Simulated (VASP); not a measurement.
Set up this calculation in VASP 6.6.1, as the native input.

| Quantity | Value |
| --- | --- |
| Task | single point |
| Functional | PBE |
| Potentials or basis | VASP PAW PBE potentials, release 64 (Re) |
| Cutoff | 520 eV |
| k mesh | 18 × 18 × 18 |
| Occupations | gaussian, width 0.1 eV |
| Spin | no spin polarisation |
| Dipole correction | no |
| Further INCAR settings | ALGO = Normal; EDIFF = 1e-06; NBANDS = 10 |

The structure of Re lies in POSCAR:

```
Re
1.0
    0.0000000000      1.8971362047      1.8971362047
    1.8971362047      0.0000000000      1.8971362047
    1.8971362047      1.8971362047      0.0000000000
Re
1
Direct
    0.0000000000      0.0000000000      0.0000000000
```

This cell differs from its parent crystal: volume scaled by 0.91.

The input as run:

INCAR

```
ALGO = Normal
EDIFF = 1E-6
ENCUT = 520
GGA = PE
ISIF = 2
ISMEAR = 0
LASPH = T
LCHARG = F
LREAL = F
LWAVE = F
NBANDS = 10
NELM = 100
PREC = Accurate
SIGMA = 0.1
```

KPOINTS

```
k-points
0
Gamma
  18 18 18
```

Potentials or basis: VASP PAW PBE potentials, release 64 (Re).

Command:

```bash
$ cat potpaw_PBE.64/Re/POTCAR > POTCAR
$ mpirun -np 1 vasp_std > vasp.out
```

It gave:

```json
{
 "Pressure": "42.2 GPa"
}
```

Run time: 20 s on 1 thread of Intel(R) Xeon(R) Platinum 8559C (Emerald Rapids), on a shared host, peak memory 0.15 GiB.
